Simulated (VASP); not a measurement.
The system is Ir.

```
CELL_PARAMETERS angstrom
0.00000 1.96884 1.96884
1.96884 0.00000 1.96884
1.96884 1.96884 0.00000
ATOMIC_POSITIONS crystal
Ir 0.00000 0.00000 0.00000
```

Base run:

| Item | Value |
| --- | --- |
| Program | VASP 6.6.1 |
| Functional | BLYP |
| Potentials or basis | VASP PAW PBE potentials, release 64 (Ir) |
| Cutoff | 520 eV |
| k mesh | 14 × 14 × 14 |
| Occupations | fermi-dirac, width 0.1 eV |
| Spin | no spin polarisation |

Its results: pressure 2.4 GPa.

The run is repeated on the same cell with these changes: potentials or basis from VASP PAW PBE potentials, release 64 (Ir) to VASP PAW PBE potentials, release 64 (Ir_sv_GW); cutoff from 520 eV to 500 eV; further incar settings from ALGO = Normal; EDIFF = 1e-06; NBANDS = 10 to ALGO = Normal; EDIFF = 1e-06; NBANDS = 14; valence electrons from 9 to 17. What comes out?

Pressure -1.4 GPa.

Caveats: the PAW data sets were made with another functional, which shifts forces and pressure a little.
